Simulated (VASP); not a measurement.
GdN:

```
Gd N
1.0
     0.00000    2.49280    2.49280
     2.49280    0.00000    2.49280
     2.49280    2.49280    0.00000
Gd N
1 1
Cartesian
  2.4928 2.4928 2.4928
  0.0000 0.0000 0.0000
```

Base run:

- Program: VASP 6.6.1
- Functional: LDA
- Potentials or basis: VASP PAW PBE potentials, release 64 (Gd, N)
- Cutoff: 520 eV
- k mesh: 12 × 12 × 12
- Occupations: gaussian, width 0.05 eV
- Spin: collinear spin, ferromagnetic start
- Starting moments: [7.55, 0.0] μB

Its results: band gap on the k mesh zero (filled and empty bands overlap); pressure -8.9 GPa; net moment 7.00 μB per cell; site moments Gd +6.81; N -0.06 μB.

**Question.** The run is repeated on the same cell with these changes: functional from LDA to PBEsol; further incar settings from ALGO = Normal; EDIFF = 1e-07; NBANDS = 22 to ALGO = Normal; EDIFF = 1e-06; NBANDS = 22. What comes out?

**Answer.** Band gap on the k mesh zero (filled and empty bands overlap); pressure -5.6 GPa; net moment 7.00 μB per cell; site moments Gd +6.81; N -0.09 μB.

Caveats: the cell stands under tension; the PAW data sets were made with another functional, which shifts forces and pressure a little; spin-orbit coupling is left out, which moves the levels of the heavy elements; a cell with one magnetic atom can't hold antiferromagnetic order, which such compounds often take; semilocal functionals describe open f shells poorly, which spoils levels, moments and volumes.
